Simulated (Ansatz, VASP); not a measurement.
# Two plane-wave programs on Ag

The input POSCAR:

```
Ag
1.0
    2.8514879399      0.0000000000      0.0000000000
   -1.4257439700      2.4694609945      0.0000000000
    0.0000000000      0.0000000000      9.4285566591
Ag
4
Direct
    0.3333333333      0.6666666667      0.2500000000
    0.6666666667      0.3333333333      0.7500000000
    1.0000000000      1.0000000000      1.0000000000
    1.0000000000      1.0000000000      0.5000000000
```

Contents of INCAR.step1:

```
SYSTEM = Ag
ALGO = Normal ; EDIFF = 1E-4
ENCUT = 520 ; GGA = PE
ISMEAR = -1 ; LASPH = .True.
LCHARG = .False. ; LREAL = .False.
LWAVE = .True. ; NBANDS = 30
NELM = 100 ; PREC = Accurate
SIGMA = 0.1
```

Contents of INCAR.step2:

```
SYSTEM = Ag
ALGO = Normal ; EDIFF = 1E-7
ENCUT = 520 ; ISIF = 2
ISMEAR = -1 ; ISTART = 1
LASPH = .True. ; LCHARG = .False.
LMIXTAU = .True. ; LREAL = .False.
LWAVE = .False. ; METAGGA = R2SCAN
NBANDS = 30 ; NELM = 100
PREC = Accurate ; SIGMA = 0.1
```

The input KPOINTS:

```
k-points
0
Gamma
  14 14 4
  0 0 0
```

Input for Ansatz:

```yaml
crystal:
  lattice:
    - [2.8514879399, 0.0, 0.0]
    - [-1.42574397, 2.4694609945, 0.0]
    - [0.0, 0.0, 9.4285566591]
  atoms:
    - { symbol: Ag, position: [0.3333333333, 0.6666666667, 0.25] }
    - { symbol: Ag, position: [0.6666666667, 0.3333333333, 0.75] }
    - { symbol: Ag, position: [1.0, 1.0, 1.0] }
    - { symbol: Ag, position: [1.0, 1.0, 0.5] }
hamiltonian:
  xc: r2scan
  pseudopotentials:
    kind: paw
    azcp:
      Ag: "pseudopotentials/Ag.paw.azcp"
basis:
  ecutwfc: 500
  fft_grid_basis: typed
kpoints:
  mp_grid: { grid: [14, 14, 4], shift: [0, 0, 0] }
magnetization:
  spin_polarized: false
scf:
  occupations: { method: fermi_dirac, width: 0.1 }
  lower_state_search: "off"
output:
  stress: true
  write_density: true
  write_potential: true
  elf: true
  volumetric_format: npy
```

Alike in both runs: task single point; functional r2SCAN; k mesh 14 × 14 × 4; occupations fermi-dirac, width 0.1 eV; no spin polarisation.

```csv
,VASP,Ansatz
version,VASP 6.6.1,Ansatz 0.2.0
potentials or method,"VASP PAW PBE potentials, release 64 (Ag), cutoff 520 eV","plane waves (500 eV) with PAW, scalar-relativistic"
valence electrons in the cell,44,76
```

Ansatz gave:

```
pressure (GPa)                                                : 4.9
traceless stress, the component that is largest in VASP (GPa) : -1.19
```

Estimate VASP's values.

pressure (GPa): 5.1; traceless stress, the component that is largest in VASP (GPa): -1.20.

VASP's potentials were made for PBE, not for r2SCAN. VASP's potentials hold 44 valence electrons a cell and Ansatz's 76, so a difference there can come from the potentials and not from the codes.
